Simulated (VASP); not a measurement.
Write the native input for VASP 6.6.1 that does the following.

```
Task                   : relaxation of cell and atoms
Functional             : PBE
Potentials or basis    : VASP PAW PBE potentials, release 64 (Al)
Cutoff                 : 600 eV
k mesh                 : 8 × 6 × 6
Occupations            : gaussian, width 0.2 eV
Spin                   : no spin polarisation
Dipole correction      : no
Further INCAR settings : ALGO = Fast; EDIFF = 1e-06; IBRION = 2; EDIFFG = -0.025; NSW = 80; ISIF = 3
```

The structure of Al lies in POSCAR:

```
Al
1.0
   -1.3876510428      1.4552906405     -1.9748224719
   -1.2997762688     -4.3206935576     -2.0050388042
   -4.2139992929     -1.3673751327      2.0730889135
Al
4
Direct
    0.7282945975     -0.0086995362      0.7552543357
    0.2234626280      0.9997720241      0.2543284046
    0.7878070940      0.5010755767      0.2391042787
    0.2604356805      0.5078519355      0.7513129809
```

One way to write it, as run:

INCAR

```
PREC = Accurate
ENCUT = 600
EDIFF = 1E-6
ISMEAR = 0
SIGMA = 0.2
LREAL = F
LASPH = T
NELM = 100
ALGO = Fast
ISIF = 3
LWAVE = F
LCHARG = F
GGA = PE
IBRION = 2
NSW = 80
EDIFFG = -0.025
```

KPOINTS

```
Automatic mesh
0
Gamma
  8 6 6
```

Potentials or basis: VASP PAW PBE potentials, release 64 (Al).

Command:

```bash
$ cat potpaw_PBE.64/Al/POTCAR > POTCAR
$ mpirun -np 1 vasp_std > vasp.out
```

It gave:

The relaxed volume is 16.53 Å³/atom, the relaxed cell is a = 2.903 Å, b = 4.918 Å, c = 4.927 Å, α = 70.09°, β = 90.05°, γ = 90.06° and the space group after relaxing (to 0.05 Å) is Immm (No. 71). The energy gained by relaxing is 23.5 meV/atom and the ionic steps are 11. The pressure after relaxing is -0.1 GPa and the largest force after relaxing is 0.024 eV/Å. The band gap on the k mesh is zero (band 6 reaches 10.40 eV, above the bottom of band 7 at 6.35 eV).

Run time: 2.7 min on 1 thread of Intel(R) Xeon(R) 6975P-C (Granite Rapids) (shared host), peak memory 0.26 GiB.
